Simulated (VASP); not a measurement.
Write the native input for VASP 6.6.1 that does the following.

```
Task                   : single point
Functional             : PBE
Potentials or basis    : VASP PAW PBE potentials, release 64 (Ge_d, Sb, Te)
Cutoff                 : 520 eV
k mesh                 : 9 × 9 × 2
Occupations            : gaussian, width 0.03 eV
Spin                   : no spin polarisation
Dipole correction      : no
Further INCAR settings : ALGO = Normal; EDIFF = 1e-07; NBANDS = 44
```

The structure of Ge2Sb2Te5 lies in POSCAR:

```
Ge2Sb2Te5
1.0
    4.4630000000      0.0000000000      0.0000000000
   -2.2315000000      3.8650713771      0.0000000000
    0.0000000000      0.0000000000     18.9909000000
Ge Sb Te
2 2 5
Direct
    0.0000000000      0.0000000000      0.3314713560
    0.0000000000      0.0000000000      0.6685286440
    0.3333333333      0.6666666667      0.1121550832
    0.6666666667      0.3333333333      0.8878449168
    0.0000000000      0.0000000000      0.0000000000
    0.3333333333      0.6666666667      0.7913602895
    0.6666666667      0.3333333333      0.2086397105
    0.3333333333      0.6666666667      0.4097504733
    0.6666666667      0.3333333333      0.5902495267
```

The input as run:

INCAR

```
PREC = Accurate
ENCUT = 520
EDIFF = 1E-7
ISMEAR = 0
SIGMA = 0.03
LREAL = F
LASPH = T
NELM = 80
ALGO = Normal
ISIF = 2
LWAVE = F
LCHARG = T
GGA = PE
LELF = T
LVHAR = T
NBANDS = 44
```

KPOINTS

```
Automatic mesh
0
Gamma
  9 9 2
```

Potentials or basis: VASP PAW PBE potentials, release 64 (Ge_d, Sb, Te).

Launch:

```bash
$ cat potpaw_PBE.64/Ge_d/POTCAR potpaw_PBE.64/Sb/POTCAR potpaw_PBE.64/Te/POTCAR > POTCAR
$ mpirun -np 1 vasp_std > vasp.out
```

It gave:

The pressure is -4.7 GPa, the largest force is 0.706 eV/Å and the band gap on the k mesh is 0.17 eV.

Caveat: the cell stands under tension; spin-orbit coupling is left out, which moves the levels of the heavy elements; this functional lacks dispersion, which binds layers or chains, so the pressure and a relaxed spacing across them are unreliable.

Run time: 4 min on 1 thread of Intel(R) Xeon(R) 6975P-C (Granite Rapids), on a shared host, peak memory 0.64 GiB.
